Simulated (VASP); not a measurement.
# F (Pm-3m) in VASP: further runs

F is run at these levels: PBE; tasks: density of states.

All numbers are computed with VASP 6.6.1; they aren't measurements. Logs are shortened: lines on timing, memory, paths and dates and some standing lists are left out, and cuts for length are marked.

## (1) The cell of the first run

The structure is cubic, space group Pm-3m (No. 221). Conventional cell: a = 2.034 Å, b = 2.034 Å, c = 2.034 Å, α = 90.00°, β = 90.00°, γ = 90.00°. Within 2.7 Å of F (site symmetry m-3m) lie 6 F at 2.03 Å.

## (2) Density of states, PBE (volume scaled by 0.8)

The input, POSCAR:

```
F
1.0
    2.0338782329      0.0000000000      0.0000000000
    0.0000000000      2.0338782329      0.0000000000
    0.0000000000      0.0000000000      2.0338782329
F
1
Direct
    0.0000000000      0.0000000000      0.0000000000
```

The input, INCAR.step1:

```
SYSTEM = F
  ALGO = Normal
  EDIFF = 1E-6
  ENCUT = 520
  GGA = PE
  ISIF = 2
  ISMEAR = -1
  LASPH = .TRUE.
  LCHARG = .TRUE.
  LREAL = .FALSE.
  LWAVE = .FALSE.
  NBANDS = 10
  NELM = 60
  PREC = Accurate
  SIGMA = 0.05
```

The input, KPOINTS.step1:

```
k-points
0
G
  17 17 17
  0 0 0
```

The input, INCAR.step2:

```
SYSTEM = F
  ALGO = Normal
  EDIFF = 1E-6
  ENCUT = 520
  GGA = PE
  ICHARG = 11
  ISIF = 2
  ISMEAR = -5
  LASPH = .TRUE.
  LCHARG = .FALSE.
  LORBIT = 11
  LREAL = .FALSE.
  LWAVE = .FALSE.
  NEDOS = 1001
  NELM = 60
  PREC = Accurate
  SIGMA = 0.05
```

The input, KPOINTS.step2:

```
k-points
0
G
  26 26 26
  0 0 0
```

Potentials or basis: VASP PAW PBE potentials, release 64 (F).

Launch:

```
cat potpaw_PBE.64/F/POTCAR > POTCAR
cp INCAR.step1 INCAR
cp KPOINTS.step1 KPOINTS
mpirun -np 1 vasp_std > vasp.out
cp INCAR.step2 INCAR
cp KPOINTS.step2 KPOINTS
mpirun -np 1 vasp_std > vasp.out
```

OUTCAR:

```text
SYSTEM = F
   EDIFF = 1E-6
   ENCUT = 520
   GGA = PE
   ICHARG = 11
   ISIF = 2
   ISMEAR = -5
   LASPH = .TRUE.
   LORBIT = 11
   LREAL = .FALSE.
   NELM = 60
   PREC = Accurate

 ion  position               nearest neighbor table
   1  0.000  0.000  0.000-

  LATTYP: Found a simple cubic cell.
 ALAT       =     2.0338782329

  Lattice vectors:

 A1 = (   2.0338782329,   0.0000000000,   0.0000000000)
 A2 = (   0.0000000000,   2.0338782329,   0.0000000000)
 A3 = (   0.0000000000,   0.0000000000,   2.0338782329)

Analysis of symmetry for initial positions (statically):
=====================================================================
 Subroutine PRICEL returns:
 Original cell was already a primitive cell.

 Routine SETGRP: Setting up the symmetry group for a
 simple cubic supercell.

 Subroutine GETGRP returns: Found 48 space group operations
 (whereof 48 operations were pure point group operations)
 out of a pool of 48 trial point group operations.

The static configuration has the point symmetry O_h .

Analysis of symmetry for dynamics (positions and initial velocities):
=====================================================================
 Subroutine PRICEL returns:
 Original cell was already a primitive cell.

 Routine SETGRP: Setting up the symmetry group for a
 simple cubic supercell.

 Subroutine GETGRP returns: Found 48 space group operations
 (whereof 48 operations were pure point group operations)
 out of a pool of 48 trial point group operations.

The dynamic configuration has the point symmetry O_h .

 Subroutine INISYM returns: Found 48 space group operations
 (whereof 48 operations are pure point group operations),
 and found     1 'primitive' translations

----------------------------------------------------------------------------------------

                                     Primitive cell

  volume of cell :       8.4135

  direct lattice vectors                    reciprocal lattice vectors
     2.033878233  0.000000000  0.000000000     0.491671519  0.000000000  0.000000000
     0.000000000  2.033878233  0.000000000     0.000000000  0.491671519  0.000000000
     0.000000000  0.000000000  2.033878233     0.000000000  0.000000000  0.491671519

  length of vectors
     2.033878233  2.033878233  2.033878233     0.491671519  0.491671519  0.491671519

  position of ions in fractional coordinates (direct lattice)
     0.000000000  0.000000000  0.000000000

  ion indices of the primitive-cell ions
   primitive index   ion index
                 1           1

----------------------------------------------------------------------------------------

 KPOINTS: k-points

Automatic generation of k-mesh.
 Grid dimensions read from file:
 generate k-points for:   26   26   26

 Generating k-lattice:

  Cartesian coordinates                     Fractional coordinates (reciprocal lattice)
     0.018910443  0.000000000  0.000000000     0.038461538  0.000000000  0.000000000
     0.000000000  0.018910443  0.000000000     0.000000000  0.038461538  0.000000000
     0.000000000  0.000000000  0.018910443     0.000000000  0.000000000  0.038461538

  Length of vectors
     0.018910443  0.018910443  0.018910443

  Shift w.r.t. Gamma in fractional coordinates (k-lattice)
     0.000000000  0.000000000  0.000000000

 TETIRR: Found   8764 inequivalent tetrahedra from   105456

 Subroutine IBZKPT returns following result:
 ===========================================

 Found    560 irreducible k-points:

 Following reciprocal coordinates:
            Coordinates               Weight
  0.000000  0.000000  0.000000      1.000000
  0.038462  0.000000  0.000000      6.000000
  0.076923  0.000000  0.000000      6.000000
  0.115385  0.000000  0.000000      6.000000
  0.153846  0.000000  0.000000      6.000000
  0.192308  0.000000  0.000000      6.000000
[... 16 lines left out ...]
  0.346154  0.038462  0.000000     24.000000
  0.384615  0.038462  0.000000     24.000000
 [... further k-points ...]
   k-points           NKPTS =    560   k-points in BZ     NKDIM =    560   number of bands    NBANDS=      7
   number of dos      NEDOS =   1001   number of ions     NIONS =      1
   total plane-waves  NPLWV =   4096
   dimension x,y,z NGX =    16 NGY =   16 NGZ =   16
   dimension x,y,z NGXF=    32 NGYF=   32 NGZF=   32
   ions per type =               1
   NGX,Y,Z   is equivalent  to a cutoff of  13.08, 13.08, 13.08 a.u.
   NGXF,Y,Z  is equivalent  to a cutoff of  26.16, 26.16, 26.16 a.u.
 SYSTEM =  F
   PREC   = accura    normal or accurate (medium, high low for compatibility)
   ISTART =      0    job   : 0-new  1-cont  2-samecut
   ICHARG =     11    charge: 1-file 2-atom 10-const
   ISPIN  =      1    spin polarized calculation?
   LNONCOLLINEAR =      F non collinear calculations
   LSORBIT =      F    spin-orbit coupling
   LASPH  =      T    aspherical Exc in radial PAW
   ENCUT  =  520.0 eV  38.22 Ry    6.18 a.u.   3.78  3.78  3.78*2*pi/ulx,y,z
   NELM   =     60;   NELMIN=  2; NELMDL=  0     # of ELM steps
   EDIFF  = 0.1E-05   stopping-criterion for ELM
   LREAL  =      F    real-space projection
   EDIFFG = 0.1E-04   stopping-criterion for IOM
   NSW    =      0    number of steps for IOM
   IBRION =     -1    ionic relax: 0-MD 1-quasi-New 2-CG
   NFREE  =      0    steps in history (QN), initial steepest desc. (CG)
   ISIF   =      2    stress and relaxation
   ISYM   =      2    0-nonsym 1-usesym 2-fastsym
   POTIM  = 0.5000    time-step for ionic-motion
   TEBEG  =    0.0;   TEEND  =   0.0 temperature during run
   PSTRESS=    0.0 pullay stress
   NELECT =       7.0000    total number of electrons
   NUPDOWN=      -1.0000    fix difference up-down
   EMIN   =  10.00;   EMAX   =-10.00  energy-range for DOS
   EFERMI =   0.00;   METHOD = LEGACY
   ISMEAR =    -5;   SIGMA  =   0.05  broadening in eV -4-tet -1-fermi 0-gaus
   EFERMI_NEDOS =   21; number of points for ismear=-14 and -15
   IALGO  =     38    algorithm
   IMIX   =      4    mixing-type and parameters
     AMIX     =   0.40;   BMIX     =  1.00
     AMIX_MAG =   1.60;   BMIX_MAG =  1.00
  volume/ion in A,a.u.               =       8.41        56.78
  Fermi-wavevector in a.u.,A,eV,Ry     =   1.539747  2.909699 32.256955  2.370819
  Thomas-Fermi vector in A             =   2.645931
   LORBIT       =     11    0 simple, 1 ext, 2 COOP (PROOUT), +10 PAW based schemes
   GGA     = PE    functional components
   LHFCALC =     F    Hartree Fock is set to
   AEXX    =    0.0000 exact exchange contribution
   IVDW    =     0    specifies the selected vdW correction
   LEPSILON=     F    determine dielectric tensor
   LRPA    =     F    only Hartree local field effects (RPA)
 non-spin polarized calculation
 Fermi weights with tetrahedron method with Bloechl corrections
  energy-cutoff  :      520.00
  volume of cell :        8.41
 maximum number of plane-waves:       251
 NGX is ok and might be reduce to    16

 number of electron       7.0000013 magnetization

 Free energy of the ion-electron system (eV)
  ---------------------------------------------------
  ext. energy  EPLUGINS =         0.00000000
  ---------------------------------------------------
  free energy    TOTEN  =        -0.91350996 eV

  energy without entropy =       -0.91350996  energy(sigma->0) =       -0.91350996

 E-fermi :  -0.8036     XC(G=0): -11.1612

 val. band max:       -0.7546253657   @ k =   0.3846   0.0769   0.0769
 cond. band min:      -0.8241447771   @ k =   0.3077   0.0769   0.0769
 fundamental gap:     -0.0695194114
 Fermi energy:        -0.8035741325

 k-point     1 :       0.0000    0.0000    0.0000
  band No.  band energies     occupation
      1     -24.9918      2.00000
      2      -0.9601      2.00000
      3      -0.9601      2.00000
      4      -0.9601      2.00000
      5      13.2107      0.00000
      6      29.2594      0.00000
      7      29.2594      0.00000

 k-point     2 :       0.0385    0.0000    0.0000
  band No.  band energies     occupation
      1     -24.9677      2.00000
      2      -1.0729      2.00000
      3      -0.9513      2.00000
      4      -0.9513      2.00000
      5      13.2871      0.00000
      6      29.2561      0.00000
      7      29.3085      0.00000

 k-point     3 :       0.0769    0.0000    0.0000
  band No.  band energies     occupation
      1     -24.8951      2.00000
      2      -1.3987      2.00000
      3      -0.9249      2.00000
      4      -0.9249      2.00000
      5      13.5108      0.00000
      6      29.2323      0.00000
      7      29.4560      0.00000

 k-point     4 :       0.1154    0.0000    0.0000
  band No.  band energies     occupation
      1     -24.7784      2.00000
      2      -1.9046      2.00000
      3      -0.8827      2.00000
      4      -0.8827      2.00000
      5      13.8590      0.00000
      6      29.1417      0.00000
      7      29.6998      0.00000

 k-point     5 :       0.1538    0.0000    0.0000
  band No.  band energies     occupation
      1     -24.6199      2.00000
      2      -2.5455      2.00000
      3      -0.8266      1.96122
      4      -0.8266      1.84208
      5      14.3108      0.00000
      6      28.9329      0.00000
      7      30.0390      0.00000

 k-point     6 :       0.1923    0.0000    0.0000
  band No.  band energies     occupation
      1     -24.4263      2.00000
      2      -3.2735      2.00000
      3      -0.7599      0.79541
      4      -0.7599      0.07895
      5      14.8432      0.00000
      6      28.5659      0.00000
      7      30.4702      0.00000

 k-point     7 :       0.2308    0.0000    0.0000
  band No.  band energies     occupation
      1     -24.2048      2.00000
      2      -4.0425      2.00000
      3      -0.6861     -0.23580
      4      -0.6861     -0.02826
      5      15.4418      0.00000
      6      28.0321      0.00000
      7      30.9891      0.00000
[... 121 lines left out ...]
 k-point    20 :       0.2308    0.0385    0.0000
  band No.  band energies     occupation
      1     -24.1820      2.00000
      2      -4.0267      2.00000
      3      -0.7857      0.92375
      4      -0.6778     -0.05028
      5      15.4911      0.00000
      6      28.0721      0.00000
      7      30.9724      0.00000

 k-point    21 :       0.2692    0.0385    0.0000
  band No.  band energies     occupation
      1     -23.9430      2.00000
      2      -4.7927      2.00000
      3      -0.7058      0.24118
      4      -0.6010      0.00000
      5      16.1336      0.00000
      6      27.3841      0.00000
      7      31.5635      0.00000

 k-point    22 :       0.3077    0.0385    0.0000
  band No.  band energies     occupation
      1     -23.6990      2.00000
      2      -5.5196      2.00000
      3      -0.6275     -0.05199
      4      -0.5257      0.00000
      5      16.8177      0.00000
      6      26.5848      0.00000
      7      32.2233      0.00000

 k-point    23 :       0.3462    0.0385    0.0000
  band No.  band energies     occupation
      1     -23.4649      2.00000
      2      -6.1728      2.00000
      3      -0.5554     -0.08459
      4      -0.4564      0.00000
      5      17.5315      0.00000
      6      25.7215      0.00000
      7      32.9337      0.00000

 k-point    24 :       0.3846    0.0385    0.0000
  band No.  band energies     occupation
      1     -23.2573      2.00000
      2      -6.7206      2.00000
      3      -0.4938     -0.01654
      4      -0.3972      0.00000
      5      18.2565      0.00000
      6      24.8455      0.00000
      7      33.6631      0.00000

 [... further k-points ...]

------------------------ aborting loop because EDIFF is reached ----------------------------------------

  FORCE on cell =-STRESS in cart. coord.  units (eV):
  Direction    XX          YY          ZZ          XY          YZ          ZX
  --------------------------------------------------------------------------------------
  -------------------------------------------------------------------------------------
  Total        1.2537322      1.2537322      1.2537322     -0.0000000     -0.0000000      0.0000000
  in kB      238.7484167    238.7484167    238.7484167     -0.0000000     -0.0000000      0.0000000
  external PRESSURE =     238.7484167 kB  Pullay stress =       0.0000000 kB

 VOLUME and BASIS-vectors are now :
 -----------------------------------------------------------------------------
  energy-cutoff  :      520.00
  volume of cell :        8.41
      direct lattice vectors                 reciprocal lattice vectors
     2.033878233  0.000000000  0.000000000     0.491671519  0.000000000  0.000000000
     0.000000000  2.033878233  0.000000000     0.000000000  0.491671519  0.000000000
     0.000000000  0.000000000  2.033878233     0.000000000  0.000000000  0.491671519

 POSITION                                       TOTAL-FORCE (eV/Angst)
 -----------------------------------------------------------------------------------
      0.00000      0.00000      0.00000         0.000000      0.000000      0.000000
 -----------------------------------------------------------------------------------
    total drift:                               -0.000000     -0.000000      0.000000

  FREE ENERGIE OF THE ION-ELECTRON SYSTEM (eV)
  ---------------------------------------------------
  free  energy   TOTEN  =        -0.9135099619 eV

  energy  without entropy=       -0.9135099619  energy(sigma->0) =       -0.91350996

 total charge

# of ion       s       p       d       tot
------------------------------------------
    1        1.785   4.023   0.000   5.807
```

It took 14 s on 1 thread of Intel Xeon Platinum 8259CL at 2.50GHz (Skylake/Cascade Lake), shared host; peak memory 0.14 GiB.

Results:

```
Valence electrons inside the program's atomic spheres : F 5.81
```

Caveat: an odd number of electrons without spin polarisation forces a metal; a magnetic or distorted state may lie lower; tetrahedron occupations give inexact forces and stress in metals.

(Continued in part 2 of 2.)
